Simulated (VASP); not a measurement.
# ZnS (Fm-3m) in VASP: settings compared

The runs below take ZnS through single point, with PBE0, HSE06.

Everything below comes from runs of VASP 6.6.1. Logs are shortened: lines on timing, memory, paths and dates and some standing lists are left out, and cuts for length are marked.

## Step 1: The cell of the first run

Symmetry: Fm-3m, No. 225, cubic system. The conventional cell has a = 5.062 Å, b = 5.062 Å, c = 5.062 Å, α = 90.00°, β = 90.00°, γ = 90.00°. Within 3.3 Å of Zn (site symmetry m-3m) lie 6 S at 2.53 Å. S (site symmetry m-3m) has 6 Zn at 2.53 Å within 3.3 Å.

## Step 2: Single point, PBE0

File POSCAR:

```
ZnS
1.0
    0.0000000000      2.5310225584      2.5310225584
    2.5310225584      0.0000000000      2.5310225584
    2.5310225584      2.5310225584      0.0000000000
Zn S
1 1
Direct
    0.0000000000      0.0000000000      0.0000000000
    0.5000000000      0.5000000000      0.5000000000
```

File INCAR.step1:

```
SYSTEM = ZnS
ALGO     = Normal         ! electronic algorithm
EDIFF    = 1E-5           ! SCF threshold, eV
ENCUT    = 520            ! plane-wave cutoff, eV
GGA      = PE             ! functional
ISIF     = 2              ! what is computed and relaxed
ISMEAR   = -1             ! smearing method
LASPH    = .TRUE.         ! aspherical terms in the spheres
LCHARG   = .FALSE.        ! write CHGCAR
LREAL    = .FALSE.        ! projectors in reciprocal space
LWAVE    = .TRUE.         ! write WAVECAR
NBANDS   = 16             ! bands
NELM     = 60             ! most SCF steps
PREC     = Accurate       ! precision mode
SIGMA    = 0.02           ! smearing width, eV
```

File INCAR.step2:

```
SYSTEM = ZnS
AEXX     = 0.25           ! exact-exchange fraction
ALGO     = Normal         ! electronic algorithm
EDIFF    = 1E-6           ! SCF threshold, eV
ENCUT    = 520            ! plane-wave cutoff, eV
GGA      = PE             ! functional
ISIF     = 2              ! what is computed and relaxed
ISMEAR   = -1             ! smearing method
ISTART   = 1            
LASPH    = .TRUE.         ! aspherical terms in the spheres
LCHARG   = .FALSE.        ! write CHGCAR
LHFCALC  = .TRUE.         ! exact exchange
LREAL    = .FALSE.        ! projectors in reciprocal space
LWAVE    = .FALSE.        ! write WAVECAR
NBANDS   = 16             ! bands
NELM     = 60             ! most SCF steps
PREC     = Accurate       ! precision mode
PRECFOCK = Normal       
SIGMA    = 0.02           ! smearing width, eV
```

File KPOINTS:

```
k-points
0
G
  4 4 4
  0 0 0
```

Potentials or basis: VASP PAW PBE potentials, release 64 (Zn, S).

Started as:

```sh
$ cat potpaw_PBE.64/Zn/POTCAR potpaw_PBE.64/S/POTCAR > POTCAR
$ cp INCAR.step1 INCAR
$ mpirun -np 1 vasp_std > vasp.out
$ cp INCAR.step2 INCAR
$ mpirun -np 1 vasp_std > vasp.out
```

OUTCAR:

```text
SYSTEM = ZnS
   AEXX = 0.25
   EDIFF = 1E-6
   ENCUT = 520
   GGA = PE
   ISIF = 2
   ISMEAR = -1
   ISTART = 1
   LASPH = .TRUE.
   LHFCALC = .TRUE.
   LREAL = .FALSE.
   NELM = 60
   PREC = Accurate
   PRECFOCK = Normal

 ion  position               nearest neighbor table
   1  0.000  0.000  0.000-   2 2.53   2 2.53   2 2.53   2 2.53   2 2.53   2 2.53
   2  0.500  0.500  0.500-   1 2.53   1 2.53   1 2.53   1 2.53   1 2.53   1 2.53

  LATTYP: Found a face centered cubic cell.
 ALAT       =     5.0620451168

  Lattice vectors:

 A1 = (   0.0000000000,   2.5310225584,   2.5310225584)
 A2 = (   2.5310225584,   0.0000000000,   2.5310225584)
 A3 = (   2.5310225584,   2.5310225584,   0.0000000000)

Analysis of symmetry for initial positions (statically):
=====================================================================
 Subroutine PRICEL returns:
 Original cell was already a primitive cell.

 Routine SETGRP: Setting up the symmetry group for a
 face centered cubic supercell.

 Subroutine GETGRP returns: Found 48 space group operations
 (whereof 48 operations were pure point group operations)
 out of a pool of 48 trial point group operations.

The static configuration has the point symmetry O_h .

Analysis of symmetry for dynamics (positions and initial velocities):
=====================================================================
 Subroutine PRICEL returns:
 Original cell was already a primitive cell.

 Routine SETGRP: Setting up the symmetry group for a
 face centered cubic supercell.

 Subroutine GETGRP returns: Found 48 space group operations
 (whereof 48 operations were pure point group operations)
 out of a pool of 48 trial point group operations.

The dynamic configuration has the point symmetry O_h .

 Subroutine INISYM returns: Found 48 space group operations
 (whereof 48 operations are pure point group operations),
 and found     1 'primitive' translations

----------------------------------------------------------------------------------------

                                     Primitive cell

  volume of cell :      32.4278

  direct lattice vectors                    reciprocal lattice vectors
     0.000000000  2.531022558  2.531022558    -0.197548615  0.197548615  0.197548615
     2.531022558  0.000000000  2.531022558     0.197548615 -0.197548615  0.197548615
     2.531022558  2.531022558  0.000000000     0.197548615  0.197548615 -0.197548615

  length of vectors
     3.579406429  3.579406429  3.579406429     0.342164237  0.342164237  0.342164237

  position of ions in fractional coordinates (direct lattice)
     0.000000000  0.000000000  0.000000000
     0.500000000  0.500000000  0.500000000

  ion indices of the primitive-cell ions
   primitive index   ion index
                 1           1
                 2           2

----------------------------------------------------------------------------------------

 KPOINTS: k-points

Automatic generation of k-mesh.
 Grid dimensions read from file:
 generate k-points for:    4    4    4

 Generating k-lattice:

  Cartesian coordinates                     Fractional coordinates (reciprocal lattice)
    -0.049387154  0.049387154  0.049387154     0.250000000  0.000000000  0.000000000
     0.049387154 -0.049387154  0.049387154     0.000000000  0.250000000  0.000000000
     0.049387154  0.049387154 -0.049387154     0.000000000  0.000000000  0.250000000

  Length of vectors
     0.085541059  0.085541059  0.085541059

  Shift w.r.t. Gamma in fractional coordinates (k-lattice)
     0.000000000  0.000000000  0.000000000

 Subroutine IBZKPT returns following result:
 ===========================================

 Found      8 irreducible k-points:

 Following reciprocal coordinates:
            Coordinates               Weight
  0.000000  0.000000  0.000000      1.000000
  0.250000  0.000000  0.000000      8.000000
  0.500000  0.000000  0.000000      4.000000
  0.250000  0.250000  0.000000      6.000000
  0.500000  0.250000  0.000000     24.000000
 -0.250000  0.250000  0.000000     12.000000
  0.500000  0.500000  0.000000      3.000000
 -0.250000  0.500000  0.250000      6.000000
   k-points           NKPTS =      8   k-points in BZ     NKDIM =     64   number of bands    NBANDS=     16
   number of dos      NEDOS =    301   number of ions     NIONS =      2
   total plane-waves  NPLWV =  21952
   dimension x,y,z NGX =    28 NGY =   28 NGZ =   28
   dimension x,y,z NGXF=    56 NGYF=   56 NGZF=   56
   ions per type =               1   1
   NGX,Y,Z   is equivalent  to a cutoff of  13.00, 13.00, 13.00 a.u.
   NGXF,Y,Z  is equivalent  to a cutoff of  26.01, 26.01, 26.01 a.u.
 SYSTEM =  ZnS
   PREC   = accura    normal or accurate (medium, high low for compatibility)
   ISTART =      1    job   : 0-new  1-cont  2-samecut
   ICHARG =      0    charge: 1-file 2-atom 10-const
   ISPIN  =      1    spin polarized calculation?
   LNONCOLLINEAR =      F non collinear calculations
   LSORBIT =      F    spin-orbit coupling
   LASPH  =      T    aspherical Exc in radial PAW
   ENCUT  =  520.0 eV  38.22 Ry    6.18 a.u.   6.66  6.66  6.66*2*pi/ulx,y,z
   NELM   =     60;   NELMIN=  2; NELMDL=  0     # of ELM steps
   EDIFF  = 0.1E-05   stopping-criterion for ELM
   LREAL  =      F    real-space projection
   EDIFFG = 0.1E-04   stopping-criterion for IOM
   NSW    =      0    number of steps for IOM
   IBRION =     -1    ionic relax: 0-MD 1-quasi-New 2-CG
   NFREE  =      0    steps in history (QN), initial steepest desc. (CG)
   ISIF   =      2    stress and relaxation
   ISYM   =      3    0-nonsym 1-usesym 2-fastsym
   POTIM  = 0.5000    time-step for ionic-motion
   TEBEG  =    0.0;   TEEND  =   0.0 temperature during run
   PSTRESS=    0.0 pullay stress
   NELECT =      18.0000    total number of electrons
   NUPDOWN=      -1.0000    fix difference up-down
   EMIN   =  10.00;   EMAX   =-10.00  energy-range for DOS
   EFERMI =   0.00;   METHOD = LEGACY
   ISMEAR =    -1;   SIGMA  =   0.02  broadening in eV -4-tet -1-fermi 0-gaus
   EFERMI_NEDOS =   21; number of points for ismear=-14 and -15
   IALGO  =     38    algorithm
   IMIX   =      1    mixing-type and parameters
     AMIX     =   0.40;   BMIX     =  1.00
     AMIX_MAG =   1.60;   BMIX_MAG =  1.00
  volume/ion in A,a.u.               =      16.21       109.42
  Fermi-wavevector in a.u.,A,eV,Ry     =   1.345425  2.542486 24.628855  1.810170
  Thomas-Fermi vector in A             =   2.473339
   LORBIT       =      0    0 simple, 1 ext, 2 COOP (PROOUT), +10 PAW based schemes
   GGA     = PE    functional components
   LHFCALC =     T    Hartree Fock is set to
   PRECFOCK=normal    Normal, Fast or Accurate (Low or Medium for compatibility)
   ENCUT4O =  -1.0   cutoff for four orbital integrals eV
   NKREDX  =     1    reduce k-point grid by
   NKREDY  =     1    reduce k-point grid by
   NKREDZ  =     1    reduce k-point grid by
   AEXX    =    0.2500 exact exchange contribution
   HFSCREEN=    0.0000 screening length (either q_TF or 0.3 A-1)
   HFSCREENC=   0.0000 screening length for correlation (either q_TF or 0.3 A-1)
   ENCUTFOCK=  -1.0 apply spherical cutoff to Coloumb kernel
   IVDW    =     0    specifies the selected vdW correction
   LEPSILON=     F    determine dielectric tensor
   LRPA    =     F    only Hartree local field effects (RPA)
 non-spin polarized calculation
  energy-cutoff  :      520.00
  volume of cell :       32.43
 maximum number of plane-waves:       893
 NGX is ok and might be reduce to    28
  NGX = 20; NGY = 20; NGZ = 20

 number of electron      18.0000013 magnetization

 Free energy of the ion-electron system (eV)
  ---------------------------------------------------
  ext. energy  EPLUGINS =         0.00000000
  ---------------------------------------------------
  free energy    TOTEN  =        -8.22539220 eV

  energy without entropy =       -8.22539220  energy(sigma->0) =       -8.22539220

 E-fermi :   3.4492     XC(G=0):  -8.5759

 val. band max:        2.9190364714   @ k =   0.5000   0.0000   0.0000
 cond. band min:       4.4952394645   @ k =   0.5000   0.5000   0.0000
 fundamental gap:      1.5762029931
 Fermi energy:         3.4492248667

 k-point     1 :       0.0000    0.0000    0.0000
  band No.  band energies     occupation
      1     -12.2424      2.00000
      2      -5.1088      2.00000
      3      -5.1088      2.00000
      4      -5.0555      2.00000
      5      -5.0555      2.00000
      6      -5.0555      2.00000
[... 8 lines left out ...]
     15      17.1369      0.00000
     16      17.1369      0.00000

 k-point     2 :       0.2500    0.0000    0.0000
  band No.  band energies     occupation
      1     -11.4718      2.00000
      2      -5.2492      2.00000
      3      -5.2492      2.00000
      4      -5.1494      2.00000
      5      -4.9820      2.00000
      6      -4.9820      2.00000
[... 8 lines left out ...]
     15      16.2132      0.00000
     16      16.4674      0.00000

 k-point     3 :       0.5000    0.0000    0.0000
  band No.  band energies     occupation
      1     -10.3463      2.00000
      2      -5.5482      2.00000
      3      -5.3897      2.00000
      4      -5.3897      2.00000
      5      -4.9016      2.00000
      6      -4.9016      2.00000
[... 8 lines left out ...]
     15      19.6202      0.00000
     16      19.6202      0.00000

 k-point     4 :       0.2500    0.2500    0.0000
  band No.  band energies     occupation
      1     -11.2756      2.00000
      2      -5.3343      2.00000
      3      -5.1231      2.00000
      4      -5.0682      2.00000
      5      -4.9773      2.00000
      6      -4.9773      2.00000
[... 8 lines left out ...]
     15      18.4261      0.00000
     16      20.7456      0.00000

 k-point     5 :       0.5000    0.2500    0.0000
  band No.  band energies     occupation
      1     -10.2981      2.00000
      2      -5.2228      2.00000
      3      -5.2192      2.00000
      4      -5.1505      2.00000
      5      -4.8831      2.00000
      6      -4.8467      2.00000
[... 8 lines left out ...]
     15      20.2390      0.00000
     16      21.8861      0.00000

 k-point     6 :      -0.2500    0.2500    0.0000
  band No.  band energies     occupation
      1     -10.5596      2.00000
      2      -5.3878      2.00000
      3      -5.3440      2.00000
      4      -5.1184      2.00000
      5      -4.9405      2.00000
      6      -4.8681      2.00000
[... 8 lines left out ...]
     15      20.2542      0.00000
     16      20.4048      0.00000

 k-point     7 :       0.5000    0.5000    0.0000
  band No.  band energies     occupation
      1     -10.2122      2.00000
      2      -5.1922      2.00000
      3      -5.0276      2.00000
      4      -4.8489      2.00000
      5      -4.8489      2.00000
      6      -4.3188      2.00000
[... 8 lines left out ...]
     15      20.2001      0.00000
     16      21.5707      0.00000

 k-point     8 :      -0.2500    0.5000    0.2500
  band No.  band energies     occupation
      1     -10.0462      2.00000
      2      -5.2702      2.00000
      3      -5.0971      2.00000
      4      -5.0971      2.00000
      5      -4.8488      2.00000
      6      -4.4703      2.00000
[... 8 lines left out ...]
     15      19.7360      0.00000
     16      21.6091      0.00000

------------------------ aborting loop because EDIFF is reached ----------------------------------------

  FORCE on cell =-STRESS in cart. coord.  units (eV):
  Direction    XX          YY          ZZ          XY          YZ          ZX
  --------------------------------------------------------------------------------------
  -------------------------------------------------------------------------------------
  Total        0.2805089      0.2805089      0.2805089      0.0000000      0.0000000      0.0000000
  in kB       13.8592318     13.8592318     13.8592318      0.0000000      0.0000000      0.0000000
  external PRESSURE =      13.8592318 kB  Pullay stress =       0.0000000 kB

 VOLUME and BASIS-vectors are now :
 -----------------------------------------------------------------------------
  energy-cutoff  :      520.00
  volume of cell :       32.43
      direct lattice vectors                 reciprocal lattice vectors
     0.000000000  2.531022558  2.531022558    -0.197548615  0.197548615  0.197548615
     2.531022558  0.000000000  2.531022558     0.197548615 -0.197548615  0.197548615
     2.531022558  2.531022558  0.000000000     0.197548615  0.197548615 -0.197548615

 POSITION                                       TOTAL-FORCE (eV/Angst)
 -----------------------------------------------------------------------------------
      0.00000      0.00000      0.00000        -0.000000      0.000000     -0.000000
      2.53102      2.53102      2.53102         0.000000     -0.000000      0.000000
 -----------------------------------------------------------------------------------
    total drift:                               -0.000000      0.000000     -0.000000

  FREE ENERGIE OF THE ION-ELECTRON SYSTEM (eV)
  ---------------------------------------------------
  free  energy   TOTEN  =        -8.2253921988 eV

  energy  without entropy=       -8.2253921988  energy(sigma->0) =       -8.22539220
```

It took 3.9 min on 1 thread of Intel Xeon Platinum 8375C at 2.90GHz (Ice Lake), shared host; peak memory 0.16 GiB.

What came out:

* Free energy: -8.2254 eV
* Pressure: 1.4 GPa
* Band gap on the k mesh: 1.58 eV, indirect (least direct gap 4.18 eV)

Caveat: the k points lie up to 0.54 Å⁻¹ apart; the PAW data sets were made with another functional, which shifts forces and pressure a little. A k mesh can miss the band edges.

## Step 3: Single point, HSE06

POSCAR is that of step 2.

File INCAR.step1:

```
ALGO = Normal
EDIFF = 1E-5
ENCUT = 520
GGA = PE
ISIF = 2
ISMEAR = 0
LASPH = True
LCHARG = False
LREAL = False
LWAVE = True
NBANDS = 16
NELM = 60
PREC = Accurate
SIGMA = 0.05
```

File INCAR.step2:

```
ALGO = Normal
EDIFF = 1E-6
ENCUT = 520
GGA = PE
HFSCREEN = 0.2079
ISIF = 2
ISMEAR = 0
ISTART = 1
LASPH = True
LCHARG = False
LHFCALC = True
LREAL = False
LWAVE = False
NBANDS = 16
NELM = 60
PREC = Accurate
PRECFOCK = Normal
SIGMA = 0.05
```

File KPOINTS:

```
k-points
0
Gamma
  4 4 4
```

Potentials or basis: VASP PAW PBE potentials, release 64 (Zn, S).

Started as:

```sh
$ cat potpaw_PBE.64/Zn/POTCAR potpaw_PBE.64/S/POTCAR > POTCAR
$ cp INCAR.step1 INCAR
$ mpirun -np 1 vasp_std > vasp.out
$ cp INCAR.step2 INCAR
$ mpirun -np 1 vasp_std > vasp.out
```

Wall time 3.9 min (1 thread of Intel Xeon Platinum 8375C at 2.90GHz (Ice Lake), shared host); peak memory 0.26 GiB.

It converged, with:

```yaml
Free_energy: -7.6278 eV
Pressure: 1.7 GPa
Band_gap_on_the_k_mesh: 0.84 eV, indirect (least direct gap 3.42 eV)
```

Levels at points of the mesh, in eV from the valence-band top:
```tsv
k point	band 7	band 8	band 9	band 10	band 11	band 12
(0.00, 0.00, 0.00)	-0.43	-0.43	-0.43	3.32	10.33	10.33
(0.50, 0.00, 0.00)	-6.20	0.00	0.00	5.01	6.84	6.84
(0.50, 0.50, 0.00)	-5.62	-2.59	-2.59	0.84	6.41	13.75
```

Caveat: the k points lie up to 0.54 Å⁻¹ apart; the PAW data sets were made with another functional, which shifts forces and pressure a little.
